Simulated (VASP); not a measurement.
Here is a VASP 6.6.1 calculation.

The input INCAR:

```
SYSTEM = InSb3
ALGO = Normal
EDIFF = 1E-6
ENCUT = 520
GGA = PS
ISIF = 2
ISMEAR = -1
LASPH = .TRUE.
LCHARG = .FALSE.
LREAL = .FALSE.
LWAVE = .FALSE.
NBANDS = 22
NELM = 60
PREC = Accurate
SIGMA = 0.05
```

File KPOINTS:

```
k-points
0
G
  5 5 5
  0 0 0
```

File POSCAR:

```
InSb3
1.0
    4.8063670000      0.0240318350      0.0000000000
    0.0240318350      4.8063670000      0.0000000000
    0.0000000000      0.0000000000      4.8063670000
Sb In
3 1
Direct
    0.5000000000      0.5000000000      0.0000000000
    0.0000000000      0.5000000000      0.5000000000
    0.5000000000      0.0000000000      0.5000000000
    0.0000000000      0.0000000000      0.0000000000
```

Potentials or basis: VASP PAW PBE potentials, release 64 (Sb, In_d).

Command:

```sh
$ cat potpaw_PBE.64/Sb/POTCAR potpaw_PBE.64/In_d/POTCAR > POTCAR
$ mpirun -np 1 vasp_std > vasp.out
```

Task: Estimate the band gap on the k mesh.

Result: Zero (band 14 reaches 10.08 eV, above the bottom of band 15 at 6.95 eV).

Task: Predict the pressure.

Result: -2.5 GPa.

Stress tensor (GPa, compression positive):
```
-2.52  0.06  0.00
 0.06 -2.52  0.00
 0.00  0.00 -2.54
```

Caveat: the PAW data sets were made with another functional, which shifts forces and pressure a little; spin-orbit coupling is left out, which moves the levels of the heavy elements.
